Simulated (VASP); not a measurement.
A run of VASP 6.6.1:

The input INCAR:

```
PREC     = Accurate       # precision mode
ENCUT    = 520            # plane-wave cutoff, eV
EDIFF    = 1E-6           # SCF threshold, eV
ISMEAR   = 0              # smearing method
SIGMA    = 0.1            # smearing width, eV
LREAL    = F              # projectors in reciprocal space
LASPH    = T              # aspherical terms in the spheres
NELM     = 100            # most SCF steps
ALGO     = Fast           # electronic algorithm
ISIF     = 2              # what is computed and relaxed
LWAVE    = F              # write WAVECAR
LCHARG   = T              # write CHGCAR
GGA      = PS             # functional
LELF     = T              # ELF
LVHAR    = T            
NBANDS   = 22             # bands
```

File KPOINTS:

```
Automatic mesh
0
Gamma
  14 14 8
```

File POSCAR:

```
Bi
1.0
    3.3456215397      0.0000000000      0.0000000000
    0.0000000000      3.2058999745      0.0000000000
   -0.0145055687      0.0000000000      6.2628089641
Bi
2
Direct
    0.3765446379      0.0000000000      0.2499377847
    0.6234553621      0.0000000000      0.7500622153
```

Potentials or basis: VASP PAW PBE potentials, release 64 (Bi_d).

Command:

```console
$ cat potpaw_PBE.64/Bi_d/POTCAR > POTCAR
$ mpirun -np 1 vasp_std > vasp.out
```

Hardware: 1 thread of Intel Xeon 8259CL, with other jobs on the host.

**Question.** Estimate the wall time of this run.

**Answer.** Wall time 20 min on 1 thread of Intel Xeon 8259CL, with other jobs on the host, peak memory 0.59 GiB. Counts: scf iterations 15, k points 464.
